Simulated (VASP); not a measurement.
Input of a VASP 6.6.1 run:

Contents of INCAR:

```
ALGO = Normal
EDIFF = 1E-7
ENCUT = 520
GGA = PE
ISIF = 2
ISMEAR = 0
LASPH = T
LCHARG = T
LELF = T
LREAL = F
LVHAR = T
LWAVE = F
NBANDS = 25
NELM = 100
PREC = Accurate
SIGMA = 0.1
```

File KPOINTS:

```
k-points
0
Gamma
  6 6 4
```

The input POSCAR:

```
TaNbN2
1.0
    3.4768440600      0.0000000000      0.0000000000
   -1.7384220300      3.0110352800      0.0000000000
    0.0000000000      0.0000000000      5.3790511300
Ta Nb N
1 1 2
Direct
    0.0000000000      0.0000000000      0.5000000000
    0.0000000000      0.0000000000      0.0000000000
    0.3333333300      0.6666666700      0.0000000000
    0.6666666700      0.3333333300      0.0000000000
```

Potentials or basis: VASP PAW PBE potentials, release 64 (Ta_pv, Nb_sv, N).

Command:

```bash
$ cat potpaw_PBE.64/Ta_pv/POTCAR potpaw_PBE.64/Nb_sv/POTCAR potpaw_PBE.64/N/POTCAR > POTCAR
$ mpirun -np 1 vasp_std > vasp.out
```

Task: What does it give for the pressure?

Result: 27.0 GPa.

Task: Estimate the band gap on the k mesh.

Result: Zero (band 17 reaches 7.35 eV, above the bottom of band 18 at 5.96 eV).

Stress tensor (GPa, compression positive):
```
33.72  0.00  0.00
 0.00 33.72  0.00
 0.00  0.00 13.62
```

Caveat: spin-orbit coupling is left out, which moves the levels of the heavy elements.
